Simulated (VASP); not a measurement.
# Pd (Pm-3n) in VASP: further runs

Runs on Pd. Level: RPBE. Tasks: single point, relaxation of cell and atoms.

Program: VASP 6.6.1. These are calculated values, not measurements. Logs are shortened: lines on timing, memory, paths and dates and some standing lists are left out, and cuts for length are marked.

## Step 1: The cell of the first run

The structure is cubic, space group Pm-3n (No. 223). The conventional cell has a = 5.067 Å, b = 5.067 Å, c = 5.067 Å, α = 90.00°, β = 90.00°, γ = 90.00°. Within 3.7 Å of Pd (site symmetry m-3) lie 12 Pd at 2.83 Å. Pd (site symmetry -4m2) has 14 Pd at 2.53 to 3.10 Å within 3.3 Å.

## Step 2: Single point, RPBE

Contents of INCAR:

```
PREC     = Accurate       # precision mode
ENCUT    = 520            # plane-wave cutoff, eV
EDIFF    = 1E-7           # SCF threshold, eV
ISMEAR   = -1             # smearing method
SIGMA    = 0.1            # smearing width, eV
LREAL    = False          # projectors in reciprocal space
LASPH    = True           # aspherical terms in the spheres
NELM     = 80             # most SCF steps
ALGO     = Normal         # electronic algorithm
ISIF     = 2              # what is computed and relaxed
LWAVE    = False          # write WAVECAR
LCHARG   = False          # write CHGCAR
GGA      = RP             # functional
NBANDS   = 50             # bands
```

Contents of KPOINTS:

```
Automatic mesh
0
Gamma
  7 7 7
```

Contents of POSCAR:

```
Pd
1.0
    5.0674073165      0.0000000000      0.0000000000
    0.0000000000      5.0674073165      0.0000000000
    0.0000000000      0.0000000000      5.0674073165
Pd
8
Direct
    1.0000000000      0.0000000000      1.0000000000
    0.5000000000      0.5000000000      0.5000000000
    0.2500000000      0.0000000000      0.5000000000
    0.7500000000      0.0000000000      0.5000000000
    0.5000000000      0.2500000000      0.0000000000
    0.5000000000      0.7500000000      0.0000000000
    0.0000000000      0.5000000000      0.2500000000
    0.0000000000      0.5000000000      0.7500000000
```

Potentials or basis: VASP PAW PBE potentials, release 64 (Pd).

Started as:

```console
$ cat potpaw_PBE.64/Pd/POTCAR > POTCAR
$ mpirun -np 1 vasp_std > vasp.out
```

OUTCAR:

```text
PREC = Accurate
   ENCUT = 520
   EDIFF = 1E-7
   ISMEAR = -1
   LREAL = False
   LASPH = True
   NELM = 80
   ISIF = 2
   GGA = RP

 ion  position               nearest neighbor table
   1  0.000  0.000  0.000-   3 2.83   4 2.83   5 2.83   6 2.83   7 2.83   8 2.83   3 2.83   4 2.83
                             7 2.83   8 2.83   5 2.83   6 2.83
   2  0.500  0.500  0.500-   3 2.83   4 2.83   5 2.83   6 2.83   7 2.83   8 2.83   5 2.83   6 2.83
                             3 2.83   4 2.83   7 2.83   8 2.83
   3  0.250  0.000  0.500-   4 2.53   4 2.53   1 2.83   1 2.83   2 2.83   2 2.83   8 3.10   5 3.10
                             5 3.10   6 3.10   6 3.10   7 3.10   8 3.10   7 3.10
   4  0.750  0.000  0.500-   3 2.53   3 2.53   1 2.83   1 2.83   2 2.83   2 2.83   8 3.10   5 3.10
                             5 3.10   6 3.10   6 3.10   7 3.10   8 3.10   7 3.10
   5  0.500  0.250  0.000-   6 2.53   6 2.53   1 2.83   2 2.83   2 2.83   1 2.83   8 3.10   4 3.10
                             3 3.10   4 3.10   3 3.10   7 3.10   7 3.10   8 3.10
   6  0.500  0.750  0.000-   5 2.53   5 2.53   1 2.83   2 2.83   2 2.83   1 2.83   8 3.10   4 3.10
                             3 3.10   4 3.10   3 3.10   7 3.10   7 3.10   8 3.10
   7  0.000  0.500  0.250-   8 2.53   8 2.53   1 2.83   2 2.83   1 2.83   2 2.83   3 3.10   4 3.10
                             5 3.10   3 3.10   4 3.10   6 3.10   5 3.10   6 3.10
   8  0.000  0.500  0.750-   7 2.53   7 2.53   1 2.83   2 2.83   1 2.83   2 2.83   3 3.10   4 3.10
                             5 3.10   3 3.10   4 3.10   6 3.10   5 3.10   6 3.10

  LATTYP: Found a simple cubic cell.
 ALAT       =     5.0674073165

  Lattice vectors:

 A1 = (   5.0674073165,   0.0000000000,   0.0000000000)
 A2 = (   0.0000000000,   5.0674073165,   0.0000000000)
 A3 = (   0.0000000000,   0.0000000000,   5.0674073165)

Analysis of symmetry for initial positions (statically):
=====================================================================
 Subroutine PRICEL returns:
 Original cell was already a primitive cell.

 Routine SETGRP: Setting up the symmetry group for a
 simple cubic supercell.

 Subroutine GETGRP returns: Found 48 space group operations
 (whereof 24 operations were pure point group operations)
 out of a pool of 48 trial point group operations.

The static configuration has the point symmetry T_h .
 The point group associated with its full space group is O_h .

Analysis of symmetry for dynamics (positions and initial velocities):
=====================================================================
 Subroutine PRICEL returns:
 Original cell was already a primitive cell.

 Routine SETGRP: Setting up the symmetry group for a
 simple cubic supercell.

 Subroutine GETGRP returns: Found 48 space group operations
 (whereof 24 operations were pure point group operations)
 out of a pool of 48 trial point group operations.

The dynamic configuration has the point symmetry T_h .
 The point group associated with its full space group is O_h .

 Subroutine INISYM returns: Found 48 space group operations
 (whereof 24 operations are pure point group operations),
 and found     1 'primitive' translations

----------------------------------------------------------------------------------------

                                     Primitive cell

  volume of cell :     130.1240

  direct lattice vectors                    reciprocal lattice vectors
     5.067407316  0.000000000  0.000000000     0.197339574  0.000000000  0.000000000
     0.000000000  5.067407316  0.000000000     0.000000000  0.197339574  0.000000000
     0.000000000  0.000000000  5.067407316     0.000000000  0.000000000  0.197339574

  length of vectors
     5.067407316  5.067407316  5.067407316     0.197339574  0.197339574  0.197339574

  position of ions in fractional coordinates (direct lattice)
     0.000000000  0.000000000  0.000000000
     0.500000000  0.500000000  0.500000000
     0.250000000  0.000000000  0.500000000
     0.750000000  0.000000000  0.500000000
     0.500000000  0.250000000  0.000000000
     0.500000000  0.750000000  0.000000000
     0.000000000  0.500000000  0.250000000
     0.000000000  0.500000000  0.750000000

  ion indices of the primitive-cell ions
   primitive index   ion index
                 1           1
                 2           2
                 3           3
                 4           4
                 5           5
                 6           6
                 7           7
                 8           8

----------------------------------------------------------------------------------------

 KPOINTS: Automatic mesh

Automatic generation of k-mesh.
 Grid dimensions read from file:
 generate k-points for:    7    7    7

 Generating k-lattice:

  Cartesian coordinates                     Fractional coordinates (reciprocal lattice)
     0.028191368  0.000000000  0.000000000     0.142857143  0.000000000  0.000000000
     0.000000000  0.028191368  0.000000000     0.000000000  0.142857143  0.000000000
     0.000000000  0.000000000  0.028191368     0.000000000  0.000000000  0.142857143

  Length of vectors
     0.028191368  0.028191368  0.028191368

  Shift w.r.t. Gamma in fractional coordinates (k-lattice)
     0.000000000  0.000000000  0.000000000

 Subroutine IBZKPT returns following result:
 ===========================================

 Found     20 irreducible k-points:

 Following reciprocal coordinates:
            Coordinates               Weight
  0.000000  0.000000  0.000000      1.000000
  0.142857  0.000000  0.000000      6.000000
  0.285714  0.000000  0.000000      6.000000
  0.428571  0.000000  0.000000      6.000000
  0.142857  0.142857  0.000000     12.000000
  0.285714  0.142857  0.000000     24.000000
[... 12 lines left out ...]
  0.428571  0.428571  0.285714     24.000000
  0.428571  0.428571  0.428571      8.000000
   k-points           NKPTS =     20   k-points in BZ     NKDIM =     20   number of bands    NBANDS=     50
   number of dos      NEDOS =    301   number of ions     NIONS =      8
   total plane-waves  NPLWV =  64000
   dimension x,y,z NGX =    40 NGY =   40 NGZ =   40
   dimension x,y,z NGXF=    80 NGYF=   80 NGZF=   80
   ions per type =               8
   NGX,Y,Z   is equivalent  to a cutoff of  13.12, 13.12, 13.12 a.u.
   NGXF,Y,Z  is equivalent  to a cutoff of  26.25, 26.25, 26.25 a.u.
 SYSTEM =  unknown system
   PREC   = accura    normal or accurate (medium, high low for compatibility)
   ISTART =      0    job   : 0-new  1-cont  2-samecut
   ICHARG =      2    charge: 1-file 2-atom 10-const
   ISPIN  =      1    spin polarized calculation?
   LNONCOLLINEAR =      F non collinear calculations
   LSORBIT =      F    spin-orbit coupling
   LASPH  =      T    aspherical Exc in radial PAW
   ENCUT  =  520.0 eV  38.22 Ry    6.18 a.u.   9.42  9.42  9.42*2*pi/ulx,y,z
   NELM   =     80;   NELMIN=  2; NELMDL= -5     # of ELM steps
   EDIFF  = 0.1E-06   stopping-criterion for ELM
   LREAL  =      F    real-space projection
   EDIFFG = 0.1E-05   stopping-criterion for IOM
   NSW    =      0    number of steps for IOM
   IBRION =     -1    ionic relax: 0-MD 1-quasi-New 2-CG
   NFREE  =      0    steps in history (QN), initial steepest desc. (CG)
   ISIF   =      2    stress and relaxation
   ISYM   =      2    0-nonsym 1-usesym 2-fastsym
   POTIM  = 0.5000    time-step for ionic-motion
   TEBEG  =    0.0;   TEEND  =   0.0 temperature during run
   PSTRESS=    0.0 pullay stress
   NELECT =      80.0000    total number of electrons
   NUPDOWN=      -1.0000    fix difference up-down
   EMIN   =  10.00;   EMAX   =-10.00  energy-range for DOS
   EFERMI =   0.00;   METHOD = LEGACY
   ISMEAR =    -1;   SIGMA  =   0.10  broadening in eV -4-tet -1-fermi 0-gaus
   EFERMI_NEDOS =   21; number of points for ismear=-14 and -15
   IALGO  =     38    algorithm
   IMIX   =      4    mixing-type and parameters
     AMIX     =   0.40;   BMIX     =  1.00
     AMIX_MAG =   1.60;   BMIX_MAG =  1.00
  volume/ion in A,a.u.               =      16.27       109.77
  Fermi-wavevector in a.u.,A,eV,Ry     =   1.392042  2.630578 26.365111  1.937781
  Thomas-Fermi vector in A             =   2.515823
   LORBIT       =      0    0 simple, 1 ext, 2 COOP (PROOUT), +10 PAW based schemes
   GGA     = RP    functional components
   LHFCALC =     F    Hartree Fock is set to
   AEXX    =    0.0000 exact exchange contribution
   IVDW    =     0    specifies the selected vdW correction
   LEPSILON=     F    determine dielectric tensor
   LRPA    =     F    only Hartree local field effects (RPA)
 non-spin polarized calculation
  energy-cutoff  :      520.00
  volume of cell :      130.12
 maximum number of plane-waves:      3531
 NGX is ok and might be reduce to    40
   NGX = 19   NGY = 19   NGZ = 19

 number of electron      79.9999962 magnetization

 Free energy of the ion-electron system (eV)
  ---------------------------------------------------
  ext. energy  EPLUGINS =         0.00000000
  ---------------------------------------------------
  free energy    TOTEN  =       -36.37170261 eV

  energy without entropy =      -35.92338714  energy(sigma->0) =      -36.14754487

 E-fermi :   8.3685     XC(G=0): -12.4494

 val. band max:        8.3658919820   @ k =   0.0000   0.0000   0.0000
 cond. band min:       8.3692815947   @ k =   0.1429   0.0000   0.0000
 fundamental gap:      0.0033896127
 Fermi energy:         8.3685444183

 k-point     1 :       0.0000    0.0000    0.0000
  band No.  band energies     occupation
      1       1.9644      2.00000
      2       3.5566      2.00000
      3       3.5566      2.00000
      4       4.2674      2.00000
      5       4.3928      2.00000
      6       4.3928      2.00000
[... 42 lines left out ...]
     49      17.0951      0.00000
     50      17.2609      0.00000

 k-point     2 :       0.1429    0.0000    0.0000
  band No.  band energies     occupation
      1       2.1065      2.00000
      2       3.5361      2.00000
      3       3.6727      2.00000
      4       4.1974      2.00000
      5       4.3114      2.00000
      6       4.4178      2.00000
[... 42 lines left out ...]
     49      16.1288      0.00000
     50      16.2723      0.00000

 k-point     3 :       0.2857    0.0000    0.0000
  band No.  band energies     occupation
      1       2.5064      2.00000
      2       3.4952      2.00000
      3       3.8764      2.00000
      4       4.0435      2.00000
      5       4.4299      2.00000
      6       4.4761      2.00000
[... 42 lines left out ...]
     49      15.0235      0.00000
     50      15.0235      0.00000

 k-point     4 :       0.4286    0.0000    0.0000
  band No.  band energies     occupation
      1       3.0597      2.00000
      2       3.4402      2.00000
      3       3.8565      2.00000
      4       3.8820      2.00000
      5       4.4244      2.00000
      6       4.5563      2.00000
[... 787 lines left out ...]
 k-point    19 :       0.4286    0.4286    0.2857
  band No.  band energies     occupation
      1       4.2096      2.00000
      2       4.2244      2.00000
      3       4.2631      2.00000
      4       4.2987      2.00000
      5       4.3205      2.00000
      6       4.5589      2.00000
[... 42 lines left out ...]
     49      18.1138      0.00000
     50      18.8198      0.00000

 k-point    20 :       0.4286    0.4286    0.4286
  band No.  band energies     occupation
      1       4.3152      2.00000
      2       4.3152      2.00000
      3       4.3785      2.00000
      4       4.4389      2.00000
      5       4.4559      2.00000
      6       4.4559      2.00000
[... 42 lines left out ...]
     49      20.0840      0.00000
     50      20.1048      0.00000

------------------------ aborting loop because EDIFF is reached ----------------------------------------

  FORCE on cell =-STRESS in cart. coord.  units (eV):
  Direction    XX          YY          ZZ          XY          YZ          ZX
  --------------------------------------------------------------------------------------
  -------------------------------------------------------------------------------------
  Total       -0.3180699     -0.3180699     -0.3180699      0.0000000      0.0000000     -0.0000000
  in kB       -3.9162973     -3.9162973     -3.9162973      0.0000000      0.0000000     -0.0000000
  external PRESSURE =      -3.9162973 kB  Pullay stress =       0.0000000 kB

 VOLUME and BASIS-vectors are now :
 -----------------------------------------------------------------------------
  energy-cutoff  :      520.00
  volume of cell :      130.12
      direct lattice vectors                 reciprocal lattice vectors
     5.067407316  0.000000000  0.000000000     0.197339574  0.000000000  0.000000000
     0.000000000  5.067407316  0.000000000     0.000000000  0.197339574  0.000000000
     0.000000000  0.000000000  5.067407316     0.000000000  0.000000000  0.197339574

 POSITION                                       TOTAL-FORCE (eV/Angst)
 -----------------------------------------------------------------------------------
      0.00000      0.00000      0.00000         0.000000     -0.000000      0.000000
      2.53370      2.53370      2.53370         0.000000     -0.000000      0.000000
      1.26685      0.00000      2.53370        -0.000000      0.000000     -0.000000
      3.80056      0.00000      2.53370         0.000000     -0.000000      0.000000
      2.53370      1.26685      0.00000         0.000000     -0.000000     -0.000000
      2.53370      3.80056      0.00000        -0.000000      0.000000     -0.000000
      0.00000      2.53370      1.26685         0.000000      0.000000      0.000000
      0.00000      2.53370      3.80056        -0.000000     -0.000000     -0.000000
 -----------------------------------------------------------------------------------
    total drift:                               -0.000000     -0.000000      0.000000

  FREE ENERGIE OF THE ION-ELECTRON SYSTEM (eV)
  ---------------------------------------------------
  free  energy   TOTEN  =       -36.3717026084 eV

  energy  without entropy=      -35.9233871406  energy(sigma->0) =      -36.14754487
```

Wall time 3.3 min (1 thread of Intel Xeon 8259CL, shared host); peak memory 0.28 GiB.

What came out:

- Free energy: -36.3717 eV
- Pressure: -0.4 GPa
- Band gap on the k mesh: zero (bands 40 and 41 overlap by 0.21 eV)

Caveat: the PAW data sets were made with another functional, which shifts forces and pressure a little.

## Step 3: Relaxation of cell and atoms, RPBE

This run uses another cell than the first one, of 14.71 Å³/atom.

Contents of INCAR:

```
SYSTEM = Pd
PREC = Accurate
ENCUT = 600
EDIFF = 1E-6
ISMEAR = -1
SIGMA = 0.1
LREAL = .False.
LASPH = .True.
NELM = 100
ALGO = Normal
ISIF = 3
LWAVE = .False.
LCHARG = .False.
GGA = RP
IBRION = 2
NSW = 80
EDIFFG = -0.01
```

Contents of KPOINTS:

```
regular mesh
0
Gamma
  5 5 5
  0 0 0
```

Contents of POSCAR:

```
Pd
1.0
    4.9008408999      0.0000000000      0.0000000000
    0.0000000000      4.9008408999      0.0000000000
    0.0000000000      0.0000000000      4.9008408999
Pd
8
Direct
    0.0000000000      0.0000000000      0.0000000000
    0.5000000000      0.5000000000      0.5000000000
    0.2500000000      0.0000000000      0.5000000000
    0.7500000000      0.0000000000      0.5000000000
    0.5000000000      0.2500000000      0.0000000000
    0.5000000000      0.7500000000      0.0000000000
    0.0000000000      0.5000000000      0.2500000000
    0.0000000000      0.5000000000      0.7500000000
```

Potentials or basis: VASP PAW PBE potentials, release 64 (Pd).

Started as:

```console
$ cat potpaw_PBE.64/Pd/POTCAR > POTCAR
$ mpirun -np 1 vasp_std > vasp.out
```

It took 5 min on 1 thread of Intel Xeon 8259CL, shared host; peak memory 0.27 GiB.

Results (log left out):

```
Free energy                           : -36.3528 eV
Relaxed volume                        : 16.23 Å³/atom
Relaxed cell                          : a = 5.064 Å, b = 5.064 Å, c = 5.064 Å, α = 90.00°, β = 90.00°, γ = 90.00°
Space group after relaxing (to 0.1 Å) : Pm-3n (No. 223)
Energy gained by relaxing             : 74.3 meV/atom
Ionic steps                           : 4
Pressure after relaxing               : -0.1 GPa
Band gap on the k mesh                : zero (bands 40 and 41 overlap by 0.18 eV)
```

The path:
```tsv
step	energy change (eV)	largest force (eV/Å)	pressure (GPa)	volume (Å³)
1	0.0000	0.0000	17.60	117.71
2	0.1785	0.0000	-12.11	147.45
3	-0.5942	0.0000	-0.36	130.12
4	-0.5946	0.0000	-0.07	129.84
```

Final structure:
```
CELL_PARAMETERS angstrom
5.06369 0.00000 0.00000
0.00000 5.06369 0.00000
0.00000 0.00000 5.06369
ATOMIC_POSITIONS crystal
Pd 0.00000 0.00000 0.00000
Pd 0.50000 0.50000 0.50000
Pd 0.25000 0.00000 0.50000
Pd 0.75000 0.00000 0.50000
Pd 0.50000 0.25000 0.00000
Pd 0.50000 0.75000 0.00000
Pd 0.00000 0.50000 0.25000
Pd 0.00000 0.50000 0.75000
```

Levels at points of the mesh, in eV from the Fermi level:
```tsv
k point	band 38	band 39	band 40	band 41	band 42	band 43
(0.00, 0.00, 0.00)	-0.24	0.00	0.00	0.00	2.38	2.38
```

Caveat: the PAW data sets were made with another functional, which shifts forces and pressure a little.
